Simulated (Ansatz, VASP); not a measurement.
**PbSe: VASP beside Ansatz**

File INCAR:

```
PREC = Accurate
ENCUT = 520
EDIFF = 1E-6
ISMEAR = 0
SIGMA = 0.01
LREAL = F
LASPH = T
NELM = 60
ALGO = Normal
ISIF = 2
LWAVE = F
LCHARG = F
GGA = PE
NBANDS = 28
```

KPOINTS

```
Automatic mesh
0
Gamma
  4 6 4
```

POSCAR

```
PbSe
1.0
    4.3118469501      0.0361350205      0.5182722355
    0.0262134242      4.3112897383     -0.5201241701
   -0.7601738547     -3.5813327021      6.5746399759
Pb Se
2 2
Direct
    0.7418367077      1.0104324458      0.7498052709
    0.2418471651      0.0105315389      0.2498952974
    0.2430843889      0.5075195369      0.7491070125
    0.7430767383      0.5076244784      0.2492144192
```

Input for Ansatz:

```yaml
crystal:
  lattice:
    - [4.3118469501, 0.0361350205, 0.5182722355]
    - [0.0262134242, 4.3112897383, -0.5201241701]
    - [-0.7601738547, -3.5813327021, 6.5746399759]
  atoms:
    - { symbol: Pb, position: [0.7418367077, 1.0104324458, 0.7498052709] }
    - { symbol: Pb, position: [0.2418471651, 0.0105315389, 0.2498952974] }
    - { symbol: Se, position: [0.2430843889, 0.5075195369, 0.7491070125] }
    - { symbol: Se, position: [0.7430767383, 0.5076244784, 0.2492144192] }
kpoints:
  mp_grid: { grid: [4, 6, 4] }
hamiltonian:
  xc: pbe
scf:
  occupations: { method: fixed }
  n_extra_bands: 5
output:
  forces: true
  stress: true
  eigenvalues: true
```

Alike in both runs: task single point; functional PBE; k mesh 4 × 6 × 4; no spin polarisation.

|  | VASP | Ansatz |
| --- | --- | --- |
| version | VASP 6.6.1 | Ansatz 0.2.0 |
| potentials or method | VASP PAW PBE potentials, release 64 (Pb_d, Se) | plane waves, PAW |
| plane-wave cutoff (eV) | 520 | 420 |
| occupations | gaussian, width 0.01 eV | fixed |
| valence electrons in the cell | 40 | 60 |

|  | VASP | Ansatz | Ansatz less VASP |
| --- | --- | --- | --- |
| gap on the k mesh at the Fermi level (eV) | 0.32 | 0.32 | -0.005 |
| pressure (GPa) | 1.9 | 1.9 | +0.02 |
| traceless stress, the component that is largest in VASP (GPa) | -0.11 | -0.11 | 0.000 |

VASP's potentials hold 40 valence electrons a cell and Ansatz's 60, so a difference there can come from the potentials and not from the codes.

Spin-orbit coupling is off throughout.
